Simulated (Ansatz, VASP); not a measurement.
# Pd: VASP beside Ansatz

```
Pd
1.0
     0.00000    1.98818    1.98818
     1.98818    0.00000    1.98818
     1.98818    1.98818    0.00000
Pd
1
Direct
  0.00000 0.00000 0.00000
```

Alike in both runs: task relaxation of cell and atoms; functional PBEsol; k mesh 8 × 8 × 8; occupations gaussian, width 0.1 eV; no spin polarisation.

```csv
,VASP,Ansatz
version,VASP 6.6.1,Ansatz 0.2.0
potentials or method,"VASP PAW PBE potentials, release 64 (Pd), cutoff 600 eV","scalar-relativistic, plane waves, PAW"
valence electrons in the cell,10,18
```

Ansatz gave:

```
gap on the k mesh at the Fermi level, each at its own relaxed structure (eV) : none
relaxed volume (Å³/atom)                                                     : 14.58
relaxed cell length with the largest relative difference (Å)                 : 2.742
```

Problem. Estimate VASP's values.

Solution. gap on the k mesh at the Fermi level, each at its own relaxed structure (eV): none; relaxed volume (Å³/atom): 14.62; relaxed cell length with the largest relative difference (Å): 2.745.

VASP's potentials were made for PBE, not for PBEsol. A gap of «none» marks a metal or a gap that the smearing closes. VASP's potentials hold 10 valence electrons a cell and Ansatz's 18, so a difference there can come from the potentials and not from the codes.
